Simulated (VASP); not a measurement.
A run of VASP 6.6.1 is set up as follows.

INCAR

```
PREC = Accurate
ENCUT = 520
EDIFF = 1E-7
ISMEAR = -1
SIGMA = 0.05
LREAL = False
LASPH = True
NELM = 100
ALGO = Normal
ISIF = 2
LWAVE = False
LCHARG = True
GGA = PE
IVDW = 13
LELF = True
LVHAR = True
NBANDS = 35
```

The input KPOINTS:

```
regular mesh
0
Gamma
  6 3 9
```

File POSCAR:

```
Al2O3
1.0
    4.5202112757      0.0000000000      0.0000000000
    0.0000000000      9.5664313272      0.0000000000
    0.0000000000      0.0000000000      3.0110736627
Al O
4 6
Direct
    1.1266291816      0.8348692282      0.0000000000
   -0.1266291816      0.1651307718      0.0000000000
    0.6266291816      0.6651307718      0.5000000000
    0.3733708184      0.3348692282      0.5000000000
    0.5000000000      0.5000000000      0.5000000000
    0.3222731996      0.7888154891      0.5000000000
    0.1777268004      0.2888154891      0.0000000000
    0.8222731996      0.7111845109      0.0000000000
    0.0000000000      0.0000000000      0.0000000000
    0.6777268004      0.2111845109      0.5000000000
```

Potentials or basis: VASP PAW PBE potentials, release 64 (Al, O).

Run with:

```console
$ cat potpaw_PBE.64/Al/POTCAR potpaw_PBE.64/O/POTCAR > POTCAR
$ mpirun -np 1 vasp_std > vasp.out
```

What does it give for the largest force?

0.022 eV/Å.

Estimate the pressure.

0.0 GPa.

Stress tensor (GPa, compression positive):
```
-0.10  0.00  0.00
 0.00  0.11  0.00
 0.00  0.00 -0.13
```
